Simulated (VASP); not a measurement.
CdTe: single point with PBE

CdTe:

```
Cd Te
1.0
     0.00000    3.20500    3.20500
     3.20500    0.00000    3.20500
     3.20500    3.20500    0.00000
Cd Te
1 1
Direct
  0.00000 0.00000 0.00000
  0.75000 0.75000 0.75000
```

```yaml
Program: VASP 6.6.1
Task: single point
Functional: PBE
Potentials_or_basis: VASP PAW PBE potentials, release 64 (Cd, Te)
Cutoff: 520 eV
k_mesh: 8 × 8 × 8
Occupations: gaussian, width 0.02 eV
Spin: no spin polarisation
```

The pressure is 4.4 GPa. The band gap on the k mesh is 0.87 eV.

Levels at points of the mesh, in eV from the valence-band top:
```tsv
k point	band 7	band 8	band 9	band 10	band 11	band 12
(0.00, 0.00, 0.00)	0.00	0.00	0.00	0.87	4.58	4.58
(0.50, 0.00, 0.00)	-4.62	-0.83	-0.83	1.85	5.17	5.17
(0.50, 0.50, 0.00)	-4.47	-1.98	-1.98	2.53	2.66	9.03
```

Wall time 46 s on 1 thread of Intel(R) Xeon(R) Platinum 8259CL CPU @ 2.50GHz (Skylake/Cascade Lake), with other jobs on the host, peak memory 0.21 GiB.

Caveat: the cell stands under pressure; spin-orbit coupling is left out, which moves the levels of the heavy elements. A hybrid or GW would open this gap; PBE tends to underestimate it.
